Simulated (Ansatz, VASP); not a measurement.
# BiB: VASP beside Ansatz

The input INCAR:

```
SYSTEM = BiB
ALGO = Normal ; EDIFF = 1E-6
ENCUT = 520 ; GGA = PE
ISIF = 2 ; ISMEAR = -1
LASPH = .True. ; LCHARG = .False.
LREAL = .False. ; LWAVE = .False.
NBANDS = 26 ; NELM = 100
PREC = Accurate ; SIGMA = 0.02
```

KPOINTS

```
k-points
0
Gamma
  6 6 4
  0 0 0
```

POSCAR

```
BiB
1.0
    3.8098851887      0.0000000000      0.0000000000
   -1.9049425944      3.2994573589      0.0000000000
    0.0000000000      0.0000000000      6.2753315790
B Bi
2 2
Direct
    0.3333333333      0.6666666667      0.0001118413
    0.6666666667      0.3333333333      0.5001118413
    0.3333333333      0.6666666667      0.3748881587
    0.6666666667      0.3333333333      0.8748881587
```

Input for Ansatz:

```yaml
crystal:
  lattice:
    - [3.8098851887, 0.0, 0.0]
    - [-1.9049425944, 3.2994573589, 0.0]
    - [0.0, 0.0, 6.275331579]
  atoms:
    - { symbol: B, position: [0.3333333333, 0.6666666667, 0.0001118413] }
    - { symbol: B, position: [0.6666666667, 0.3333333333, 0.5001118413] }
    - { symbol: Bi, position: [0.3333333333, 0.6666666667, 0.3748881587] }
    - { symbol: Bi, position: [0.6666666667, 0.3333333333, 0.8748881587] }
kpoints:
  mp_grid: { grid: [6, 6, 4] }
hamiltonian:
  xc: pbe
scf:
  occupations: { method: fermi_dirac, width: 0.02 }
  n_extra_bands: 5
output:
  forces: true
  stress: true
  eigenvalues: true
```

Alike in both runs: task single point; functional PBE; k mesh 6 × 6 × 4; occupations fermi-dirac, width 0.02 eV; no spin polarisation.

|  | VASP | Ansatz |
| --- | --- | --- |
| version | VASP 6.6.1 | Ansatz 0.2.0 |
| potentials or method | VASP PAW PBE potentials, release 64 (B, Bi_d) | plane waves, PAW |
| plane-wave cutoff (eV) | 520 | 420 |
| valence electrons in the cell | 36 | 36 |

|  | VASP | Ansatz | Ansatz less VASP |
| --- | --- | --- | --- |
| pressure (GPa) | 5.1 | 5.2 | +0.06 |
| traceless stress, the component that is largest in VASP (GPa) | -0.09 | -0.10 | -0.004 |
| rms of the force components (eV/Å) | 0.011 | 0.012 | +0.0006 |

Atom by atom the forces differ by 0.001 eV/Å (rms over components). With one functional, cell and mesh, what is left measures potentials, basis and numerics.

Spin-orbit coupling is off throughout.
